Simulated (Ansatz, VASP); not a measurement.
**Si2B: VASP beside Ansatz**

File INCAR:

```
SYSTEM = Si2B
  PREC = Accurate
  ENCUT = 520
  EDIFF = 1E-6
  ISMEAR = 0
  SIGMA = 0.1
  LREAL = .False.
  LASPH = .True.
  NELM = 100
  ALGO = Normal
  ISIF = 2
  LWAVE = .False.
  LCHARG = .True.
  LDIPOL = .True.
  IDIPOL = 3
  DIPOL = 0.5 0.5 0.500
  GGA = PE
  IVDW = 12
  LELF = .True.
  LVHAR = .True.
  LVACPOTAV = .True.
  NBANDS = 20
```

The input KPOINTS:

```
regular mesh
0
Gamma
  9 9 1
  0 0 0
```

POSCAR

```
Si2B
1.0
    2.5118644100      0.0000000000      0.0000000000
   -1.2559322000      2.1753383900      0.0000000000
    0.0000000000      0.0000000000     22.0000000000
Si B
4 2
Direct
    0.3333333300      0.6666666700      0.3399807400
    0.6666666700      0.3333333300      0.4263636400
    0.6666666700      0.3333333300      0.6600192600
    0.3333333300      0.6666666700      0.5736363600
    0.0000000000      0.0000000000      0.3831721900
    0.0000000000      0.0000000000      0.6168278100
```

Input for Ansatz:

```yaml
crystal:
  lattice:
    - [2.51186441, 0.0, 0.0]
    - [-1.2559322, 2.17533839, 0.0]
    - [0.0, 0.0, 22.0]
  atoms:
    - { symbol: Si, position: [0.33333333, 0.66666667, 0.33998074] }
    - { symbol: Si, position: [0.66666667, 0.33333333, 0.42636364] }
    - { symbol: Si, position: [0.66666667, 0.33333333, 0.66001926] }
    - { symbol: Si, position: [0.33333333, 0.66666667, 0.57363636] }
    - { symbol: B, position: [0.0, 0.0, 0.38317219] }
    - { symbol: B, position: [0.0, 0.0, 0.61682781] }
  periodic: [true, true, false]
basis:
  ecutwfc: 420
kpoints:
  mp_grid: { grid: [9, 9, 1] }
hamiltonian:
  xc: pbe
  dispersion: d3bj
scf:
  occupations: { method: gaussian, width: 0.1 }
  lower_state_search: "off"
output:
  forces: true
  stress: true
  eigenvalues: true
```

Alike in both runs: task single point; functional PBE; dispersion D3(BJ); k mesh 9 × 9 × 1; occupations gaussian, width 0.1 eV; no spin polarisation.

```csv
,VASP,Ansatz
version,VASP 6.6.1,Ansatz 0.2.0
potentials or method,"VASP PAW PBE potentials, release 64 (Si, B), cutoff 520 eV","scalar-relativistic, plane waves, PAW"
valence electrons in the cell,22,22
```

```tsv
	VASP	Ansatz	Ansatz less VASP
gap on the k mesh at the Fermi level (eV)	none	none	-
rms of the force components (eV/Å)	4.554	4.593	+0.0388
```

Atom by atom the forces differ by 0.039 eV/Å (rms over components). A gap of «none» marks a metal or a gap that the smearing closes. Ansatz's warnings: slab cell height set.

Noted on VASP's run: the cell as given lies far from equilibrium.
